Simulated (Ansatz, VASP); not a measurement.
## Two plane-wave programs on Si2C3

```
CELL_PARAMETERS angstrom
2.80684 0.00000 0.00000
-1.40342 2.43079 0.00000
0.00000 0.00000 17.44570
ATOMIC_POSITIONS crystal
Si 0.00000 0.00000 0.42697
Si 0.00000 0.00000 0.92697
Si 0.00000 0.00000 0.07303
Si 0.00000 0.00000 0.57303
C 0.00000 0.00000 0.17686
C 0.00000 0.00000 0.67686
C 0.00000 0.00000 0.25000
C 0.00000 0.00000 0.75000
C 0.00000 0.00000 0.32314
C 0.00000 0.00000 0.82314
```

Alike in both runs: task single point; functional PBE; k mesh 12 × 12 × 2; occupations gaussian, width 0.2 eV; no spin polarisation.

|  | VASP | Ansatz |
| --- | --- | --- |
| version | VASP 6.6.1 | Ansatz 0.2.0 |
| potentials or method | VASP PAW PBE potentials, release 64 (Si, C), cutoff 520 eV | scalar-relativistic, plane waves, PAW |
| valence electrons in the cell | 40 | 40 |

```tsv
	VASP	Ansatz	Ansatz less VASP
gap on the k mesh at the Fermi level (eV)	none	none	-
pressure (GPa)	-0.1	-0.1	+0.05
traceless stress, the component that is largest in VASP (GPa)	-0.89	-0.92	-0.030
rms of the force components (eV/Å)	0.070	0.058	-0.0124
```

Atom by atom the forces differ by 0.014 eV/Å (rms over components). A gap of «none» marks a metal or a gap that the smearing closes.
